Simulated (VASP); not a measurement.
Crystal: Be2C.

```xyz
3
Lattice="0.0000 2.1605 2.1605 2.1605 0.0000 2.1605 2.1605 2.1605 0.0000" Properties=species:S:1:pos:R:3 pbc="T T T"
C     0.0000    0.0000    0.0000
Be    1.0802    1.0802    1.0802
Be    3.2407    3.2407    3.2407
```

Base run:

* Program: VASP 6.6.1
* Functional: r2SCAN
* Potentials or basis: VASP PAW PBE potentials, release 64 (C, Be)
* Cutoff: 660 eV
* k mesh: 6 × 6 × 6
* Occupations: gaussian, width 0.01 eV
* Spin: no spin polarisation

Its results: band gap on the k mesh 1.52 eV (least direct gap 4.63 eV); pressure 0.8 GPa.

Task: After a change of settings the same cell gave: band gap on the k mesh 1.90 eV (least direct gap 5.13 eV); pressure -1.9 GPa. Which change was it?
A. functional from r2SCAN to PBE; cutoff from 660 eV to 600 eV
B. functional from r2SCAN to HSE06; cutoff from 660 eV to 520 eV
C. functional from r2SCAN to PBE; cutoff from 660 eV to 600 eV; k mesh from 6 × 6 × 6 to 10 × 10 × 10
D. functional from r2SCAN to PBE0; cutoff from 660 eV to 520 eV

Result: B.

Caveats: the PAW data sets were made with another functional, which shifts forces and pressure a little.
